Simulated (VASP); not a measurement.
Crystal: SiC.

```
Si C
1.0
     0.00000    2.16716    2.18526
     2.16716    0.00000    2.18526
     2.16716    2.16716    0.00000
Si C
1 1
Direct
  0.00000 0.00000 0.00000
  0.25000 0.25000 0.25000
```

This cell differs from its parent crystal: epitaxial xy strain -0.5%.

Base run:

```yaml
Program: VASP 6.6.1
Functional: PBE
Potentials_or_basis: VASP PAW PBE potentials, release 64 (Si, C)
Cutoff: 520 eV
k_mesh: 6 × 6 × 6
Occupations: gaussian, width 0.01 eV
Spin: no spin polarisation
```

Its results: band gap on the k mesh 1.30 eV, indirect (least direct gap 4.54 eV); pressure 5.1 GPa.

Task: The run is repeated on the same cell with these changes: functional from PBE to r2SCAN; k mesh from 6 × 6 × 6 to 10 × 10 × 10. What comes out?

Result: Band gap on the k mesh 1.67 eV, indirect (least direct gap 5.06 eV); pressure 1.4 GPa.

Several settings changed at once, so the effect can't be laid on one alone.

Caveats: the PAW data sets were made with another functional, which shifts forces and pressure a little (some runs).

A k mesh can miss the band edges.
